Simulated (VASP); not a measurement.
# WS2 (P6_3/mmc) in VASP: further runs, part 2 of 2

VASP 6.6.1.

## Step 4: Single point, LDA (atoms shifted along a free coordinate)

The input, INCAR:

```
  ALGO = Normal
  EDIFF = 1E-6
  ENCUT = 520
  ISIF = 2
  ISMEAR = 0
  LASPH = T
  LCHARG = F
  LREAL = F
  LWAVE = F
  NBANDS = 35
  NELM = 60
  PREC = Accurate
  SIGMA = 0.05
```

The input, KPOINTS:

```
k-points
0
Gamma
  12 12 4
```

The input, POSCAR:

```
WS2
1.0
    3.0985446697      0.0000000000      0.0000000000
   -1.5492723349      2.6834183987      0.0000000000
    0.0000000000      0.0000000000     12.0430200778
W S
2 4
Direct
    0.3333333333      0.6666666667      0.2500000000
    0.6666666667      0.3333333333      0.7500000000
    0.3333333333      0.6666666667      0.6282872193
    0.6666666667      0.3333333333      0.1282872193
    0.3333333333      0.6666666667      0.8717127807
    0.6666666667      0.3333333333      0.3717127807
```

Potentials or basis: VASP PAW LDA potentials, release 64 (W_sv, S).

Launch:

```bash
$ cat potpaw_LDA.64/W_sv/POTCAR potpaw_LDA.64/S/POTCAR > POTCAR
$ mpirun -np 1 vasp_std > vasp.out
```

OUTCAR:

```text
EDIFF = 1E-6
   ENCUT = 520
   ISIF = 2
   ISMEAR = 0
   LASPH = T
   LREAL = F
   NELM = 60
   PREC = Accurate

 ion  position               nearest neighbor table
   1  0.333  0.667  0.250-   4 2.31   6 2.31   4 2.31   6 2.31   4 2.31   6 2.31
   2  0.667  0.333  0.750-   3 2.31   5 2.31   3 2.31   5 2.31   3 2.31   5 2.31
   3  0.333  0.667  0.628-   2 2.31   2 2.31   2 2.31
   4  0.667  0.333  0.128-   1 2.31   1 2.31   1 2.31
   5  0.333  0.667  0.872-   2 2.31   2 2.31   2 2.31
   6  0.667  0.333  0.372-   1 2.31   1 2.31   1 2.31

  LATTYP: Found a hexagonal cell.
[... 1120 lines left out ...]
  -------------------------------------------------------------------------------------
  Total        8.3881596      8.3881596     15.0929968     -0.0000000     -0.0000000      0.0000000
  in kB      134.2133457    134.2133457    241.4929729     -0.0000000     -0.0000000      0.0000000
  external PRESSURE =     169.9732214 kB  Pullay stress =       0.0000000 kB

 VOLUME and BASIS-vectors are now :
 -----------------------------------------------------------------------------
  energy-cutoff  :      520.00
  volume of cell :      100.13
      direct lattice vectors                 reciprocal lattice vectors
     3.098544670  0.000000000  0.000000000     0.322732155  0.186329497  0.000000000
    -1.549272335  2.683418399  0.000000000     0.000000000  0.372658994  0.000000000
     0.000000000  0.000000000 12.043020078     0.000000000  0.000000000  0.083035650

 POSITION                                       TOTAL-FORCE (eV/Angst)
 -----------------------------------------------------------------------------------
     -0.00000      1.78895      3.01076        -0.000000     -0.000000      0.000000
      1.54927      0.89447      9.03227         0.000000      0.000000      0.000000
     -0.00000      1.78895      7.56648        -0.000000     -0.000000     -2.632395
      1.54927      0.89447      1.54497        -0.000000      0.000000     -2.632395
     -0.00000      1.78895     10.49805         0.000000     -0.000000      2.632395
      1.54927      0.89447      4.47654        -0.000000      0.000000      2.632395
 -----------------------------------------------------------------------------------
    total drift:                               -0.000000      0.000000     -0.000000

  FREE ENERGIE OF THE ION-ELECTRON SYSTEM (eV)
  ---------------------------------------------------
  free  energy   TOTEN  =       -51.9587163414 eV

  energy  without entropy=      -51.9587163414  energy(sigma->0) =      -51.95871634
```

Run time: 1.9 min. Hardware: 1 thread of AMD EPYC 9R14 (Zen 4), shared host; peak memory 0.25 GiB.

Results:

```
Free energy            : -51.9587 eV
Pressure               : 17.0 GPa
Largest force          : 2.632 eV/Å
Band gap on the k mesh : 0.65 eV (least direct gap 1.72 eV)
```

Forces on the atoms (eV/Å):
```
W    0.000  0.000  0.000
W    0.000  0.000  0.000
S    0.000  0.000 -2.632
S    0.000  0.000 -2.632
S    0.000  0.000  2.632
S    0.000  0.000  2.632
```

Stress tensor (GPa, compression positive):
```
13.42  0.00  0.00
 0.00 13.42  0.00
 0.00  0.00 24.15
```

Caveat: the cell differs from its parent crystal (atoms shifted along a free coordinate); the stress differs along the axes, from 13 to 24 GPa; spin-orbit coupling is left out, which moves the levels of the heavy elements; forces of over 1 eV/Å act on the atoms, so gaps and moduli don't describe the material at rest.

## Step 5: Single point, LDA

The input, INCAR:

```
PREC = Accurate
ENCUT = 520
EDIFF = 1E-6
ISMEAR = 0
SIGMA = 0.05
LREAL = False
LASPH = True
NELM = 80
ALGO = Normal
ISIF = 2
LWAVE = False
LCHARG = False
GGA = CA
NBANDS = 35
```

The input, KPOINTS:

```
Automatic mesh
0
Gamma
  12 12 4
```

The input, POSCAR:

```
WS2
1.0
    3.0985446697      0.0000000000      0.0000000000
   -1.5492723349      2.6834183987      0.0000000000
    0.0000000000      0.0000000000     12.0430200778
W S
2 4
Direct
    0.3333333333      0.6666666667      0.2500000000
    0.6666666667      0.3333333333      0.7500000000
    0.3333333333      0.6666666667      0.6214323947
    0.6666666667      0.3333333333      0.1214323947
    0.3333333333      0.6666666667      0.8785676053
    0.6666666667      0.3333333333      0.3785676053
```

Launch:

```bash
$ cat potpaw_LDA.64/W_sv/POTCAR potpaw_LDA.64/S/POTCAR > POTCAR
$ mpirun -np 1 vasp_std > vasp.out
```

Run time: 1.8 min. Hardware: 1 thread of AMD EPYC 9R14 (Zen 4), shared host; peak memory 0.25 GiB.

The run converged. Its results:

* Free energy: -52.4742 eV
* Pressure: 5.6 GPa
* Largest force: 0.557 eV/Å
* Band gap on the k mesh: 0.82 eV (least direct gap 1.95 eV)

Forces on the atoms (eV/Å):
```
W    0.000  0.000  0.000
W    0.000  0.000  0.000
S    0.000  0.000 -0.557
S    0.000  0.000 -0.557
S    0.000  0.000  0.557
S    0.000  0.000  0.557
```

Stress tensor (GPa, compression positive):
```
5.45 0.00 0.00
0.00 5.45 0.00
0.00 0.00 5.93
```

Levels at points of the mesh, in eV from the valence-band top:
```csv
k point,band 24,band 25,band 26,band 27,band 28,band 29
"(0.00, 0.00, 0.00)",-1.51,-1.47,0.00,2.35,2.35,2.36
"(0.50, 0.00, 0.00)",-1.86,-1.77,-1.66,2.39,2.45,2.59
"(0.00, 0.00, 0.50)",-2.35,-0.36,-0.36,2.34,2.34,2.34
"(0.50, 0.00, 0.50)",-1.90,-1.75,-1.75,2.41,2.41,2.84
```

Caveat: the cell stands under pressure; spin-orbit coupling is left out, which moves the levels of the heavy elements. A k mesh can miss the band edges.

## Step 6: Single point, LDA (atoms shifted along a free coordinate)

The input, INCAR:

```
PREC = Accurate
ENCUT = 520
EDIFF = 1E-6
ISMEAR = 0
SIGMA = 0.05
LREAL = F
LASPH = T
NELM = 80
ALGO = Normal
ISIF = 2
LWAVE = F
LCHARG = F
NBANDS = 35
```

KPOINTS is that of step 5.

The input, POSCAR:

```
WS2
1.0
    3.0985446697      0.0000000000      0.0000000000
   -1.5492723349      2.6834183987      0.0000000000
    0.0000000000      0.0000000000     12.0430200778
W S
2 4
Direct
    0.3333333333      0.6666666667      0.2500000000
    0.6666666667      0.3333333333      0.7500000000
    0.3333333333      0.6666666667      0.6077145164
    0.6666666667      0.3333333333      0.1077145164
    0.3333333333      0.6666666667      0.8922854836
    0.6666666667      0.3333333333      0.3922854836
```

Potentials or basis: VASP PAW LDA potentials, release 64 (W_sv, S).

Launch:

```bash
$ cat potpaw_LDA.64/W_sv/POTCAR potpaw_LDA.64/S/POTCAR > POTCAR
$ mpirun -np 1 vasp_std > vasp.out
```

OUTCAR:

```text
PREC = Accurate
   ENCUT = 520
   EDIFF = 1E-6
   ISMEAR = 0
   LREAL = F
   LASPH = T
   NELM = 80
   ISIF = 2

 ion  position               nearest neighbor table
   1  0.333  0.667  0.250-   4 2.48   6 2.48   4 2.48   6 2.48   4 2.48   6 2.48
   2  0.667  0.333  0.750-   3 2.48   5 2.48   3 2.48   5 2.48   3 2.48   5 2.48
   3  0.333  0.667  0.608-   2 2.48   2 2.48   2 2.48
   4  0.667  0.333  0.108-   1 2.48   1 2.48   1 2.48
   5  0.333  0.667  0.892-   2 2.48   2 2.48   2 2.48
   6  0.667  0.333  0.392-   1 2.48   1 2.48   1 2.48

  LATTYP: Found a hexagonal cell.
 ALAT       =     3.0985446697
 C/A-ratio  =     3.8866698278

  Lattice vectors:

 A1 = (   3.0985446697,   0.0000000000,   0.0000000000)
 A2 = (  -1.5492723349,   2.6834183987,   0.0000000000)
 A3 = (   0.0000000000,   0.0000000000,  12.0430200778)

Analysis of symmetry for initial positions (statically):
=====================================================================
 Subroutine PRICEL returns:
 Original cell was already a primitive cell.

 Routine SETGRP: Setting up the symmetry group for a
 hexagonal supercell.

 Subroutine GETGRP returns: Found 24 space group operations
 (whereof 12 operations were pure point group operations)
 out of a pool of 24 trial point group operations.

The static configuration has the point symmetry D_3d.
 The point group associated with its full space group is D_6h.

Analysis of symmetry for dynamics (positions and initial velocities):
=====================================================================
 Subroutine PRICEL returns:
 Original cell was already a primitive cell.

 Routine SETGRP: Setting up the symmetry group for a
 hexagonal supercell.

[... 129 lines left out ...]
   EFERMI_NEDOS =   21; number of points for ismear=-14 and -15
   IALGO  =     38    algorithm
   IMIX   =      4    mixing-type and parameters
     AMIX     =   0.40;   BMIX     =  1.00
     AMIX_MAG =   1.60;   BMIX_MAG =  1.00
  volume/ion in A,a.u.               =      16.69       112.62
  Fermi-wavevector in a.u.,A,eV,Ry     =   1.315877  2.486648 23.558941  1.731533
  Thomas-Fermi vector in A             =   2.446029
   LORBIT       =      0    0 simple, 1 ext, 2 COOP (PROOUT), +10 PAW based schemes
   GGA     = CA    functional components
   LHFCALC =     F    Hartree Fock is set to
   AEXX    =    0.0000 exact exchange contribution
   IVDW    =     0    specifies the selected vdW correction
   LEPSILON=     F    determine dielectric tensor
   LRPA    =     F    only Hartree local field effects (RPA)
 non-spin polarized calculation
 Gauss-broadening in eV      SIGMA  =   0.05
  energy-cutoff  :      520.00
  volume of cell :      100.13
 maximum number of plane-waves:      2736
 NGX is ok and might be reduce to    24
   NGX = 11   NGY = 11   NGZ = 45

 number of electron      51.9999994 magnetization

 Free energy of the ion-electron system (eV)
  ---------------------------------------------------
  ext. energy  EPLUGINS =         0.00000000
  ---------------------------------------------------
  free energy    TOTEN  =       -51.75318933 eV

  energy without entropy =      -51.75318933  energy(sigma->0) =      -51.75318933

 E-fermi :   8.1018     XC(G=0): -11.7220

 val. band max:        7.8327414157   @ k =   0.0000   0.0000   0.0000
 cond. band min:       8.4427999976   @ k =   0.1667   0.1667   0.0000
 fundamental gap:      0.6100585819
 Fermi energy:         8.1017870940

 k-point     1 :       0.0000    0.0000    0.0000
  band No.  band energies     occupation
      1     -66.0699      2.00000
      2     -66.0699      2.00000
      3     -30.5858      2.00000
      4     -30.5857      2.00000
      5     -30.3076      2.00000
      6     -30.3076      2.00000
[... 901 lines left out ...]
     34      11.8834      0.00000
     35      13.3448      0.00000

 [... further k-points ...]

------------------------ aborting loop because EDIFF is reached ----------------------------------------

  FORCE on cell =-STRESS in cart. coord.  units (eV):
  Direction    XX          YY          ZZ          XY          YZ          ZX
  --------------------------------------------------------------------------------------
  -------------------------------------------------------------------------------------
  Total       -3.1810904     -3.1810904    -14.7745540      0.0000000      0.0000000      0.0000000
  in kB      -50.8985049    -50.8985049   -236.3977813      0.0000000      0.0000000      0.0000000
  external PRESSURE =    -112.7315971 kB  Pullay stress =       0.0000000 kB

 VOLUME and BASIS-vectors are now :
 -----------------------------------------------------------------------------
  energy-cutoff  :      520.00
  volume of cell :      100.13
      direct lattice vectors                 reciprocal lattice vectors
     3.098544670  0.000000000  0.000000000     0.322732155  0.186329497  0.000000000
    -1.549272335  2.683418399  0.000000000     0.000000000  0.372658994  0.000000000
     0.000000000  0.000000000 12.043020078     0.000000000  0.000000000  0.083035650

 POSITION                                       TOTAL-FORCE (eV/Angst)
 -----------------------------------------------------------------------------------
     -0.00000      1.78895      3.01076         0.000000      0.000000     -0.000000
      1.54927      0.89447      9.03227         0.000000     -0.000000     -0.000000
     -0.00000      1.78895      7.31872         0.000000     -0.000000      2.524266
      1.54927      0.89447      1.29721        -0.000000      0.000000      2.524266
     -0.00000      1.78895     10.74581         0.000000     -0.000000     -2.524266
      1.54927      0.89447      4.72430        -0.000000      0.000000     -2.524266
 -----------------------------------------------------------------------------------
    total drift:                               -0.000000      0.000000     -0.000000

  FREE ENERGIE OF THE ION-ELECTRON SYSTEM (eV)
  ---------------------------------------------------
  free  energy   TOTEN  =       -51.7531893331 eV

  energy  without entropy=      -51.7531893331  energy(sigma->0) =      -51.75318933
```

OSZICAR:

```text
N       E                     dE             d eps       ncg     rms          rms(c)
DAV:   1     0.495453269362E+03    0.49545E+03   -0.28314E+04  4286   0.150E+03
DAV:   2    -0.223428571296E+02   -0.51780E+03   -0.50061E+03  4525   0.411E+02
DAV:   3    -0.537815817771E+02   -0.31439E+02   -0.30823E+02  5018   0.955E+01
DAV:   4    -0.545155286252E+02   -0.73395E+00   -0.73000E+00  4777   0.151E+01
DAV:   5    -0.545287397940E+02   -0.13211E-01   -0.13203E-01  4849   0.216E+00    0.346E+01
DAV:   6    -0.524004396452E+02    0.21283E+01   -0.84836E+00  4615   0.196E+01    0.147E+01
DAV:   7    -0.521970005631E+02    0.20344E+00   -0.54671E+00  4378   0.119E+01    0.698E+00
DAV:   8    -0.517526037507E+02    0.44440E+00   -0.90611E-01  4465   0.643E+00    0.246E+00
DAV:   9    -0.517596822045E+02   -0.70785E-02   -0.11894E-01  4720   0.166E+00    0.125E+00
DAV:  10    -0.517534781392E+02    0.62041E-02   -0.30627E-02  4526   0.121E+00    0.380E-01
DAV:  11    -0.517532944833E+02    0.18366E-03   -0.24518E-03  4492   0.316E-01    0.161E-01
DAV:  12    -0.517531880907E+02    0.10639E-03   -0.19487E-04  4681   0.801E-02    0.472E-02
DAV:  13    -0.517531896735E+02   -0.15828E-05   -0.59004E-05  4835   0.349E-02    0.453E-02
DAV:  14    -0.517531893331E+02    0.34035E-06   -0.69517E-06  3855   0.114E-02
   1 F= -.51753189E+02 E0= -.51753189E+02  d E =-.130410E-16
```

stdout:

```text
POSCAR found type information on POSCAR W S
 POSCAR found :  2 types and       6 ions
 scaLAPACK will be used
 LDA part: xc-table for (Slater(with rela. corr.)+CA(PZ))
 , standard interpolation
 POSCAR, INCAR and KPOINTS ok, starting setup
 FFT: planning ... GRIDC
 FFT: planning ... GRID_SOFT
 FFT: planning ... GRID
 WAVECAR not read
 entering main loop
```

Wall time 1.8 min (1 thread of AMD EPYC 9R14 (Zen 4), shared host); peak memory 0.25 GiB.

Results:

* Free energy: -51.7532 eV
* Pressure: -11.3 GPa
* Largest force: 2.524 eV/Å
* Band gap on the k mesh: 0.61 eV (least direct gap 1.38 eV)

Forces on the atoms (eV/Å):
```
W    0.000  0.000  0.000
W    0.000  0.000  0.000
S    0.000  0.000  2.524
S    0.000  0.000  2.524
S    0.000  0.000 -2.524
S    0.000  0.000 -2.524
```

Caveat: the cell differs from its parent crystal (atoms shifted along a free coordinate); the stress differs along the axes, from -24 to -5 GPa; spin-orbit coupling is left out, which moves the levels of the heavy elements; forces of over 1 eV/Å act on the atoms, so gaps and moduli don't describe the material at rest.

## Step 7: Overview

```csv
cell,gap on the mesh (eV),pressure (GPa),largest force (eV/Å)
"as given, atomic positions A",0.73,-3.8,1.14
"as given, atomic positions B",0.39,-16.9,3.62
"as given, atomic positions C",0.65,17.0,2.63
"as given, atomic positions D",0.82,5.6,0.56
"as given, atomic positions E",0.61,-11.3,2.52
```

Alike in all rows: task single point; level LDA; potentials or basis VASP PAW LDA potentials, release 64 (W_sv, S); no spin polarisation; k mesh 12 × 12 × 4; cutoff (eV) 520; smearing gaussian 0.05 eV.

Caveats: spin-orbit coupling is left out, which moves the levels of the heavy elements; forces of over 1 eV/Å act on the atoms, so gaps and moduli don't describe the material at rest (at least some runs); the stress differs along the axes, from -10 to -1 GPa (at least some runs); the stress differs along the axes, from -35 to -8 GPa (at least some runs); the stress differs along the axes, from 13 to 24 GPa (at least some runs); the cell stands under pressure (at least some runs); the stress differs along the axes, from -24 to -5 GPa (at least some runs).

Absolute energies hang on the potentials; compare differences alone.
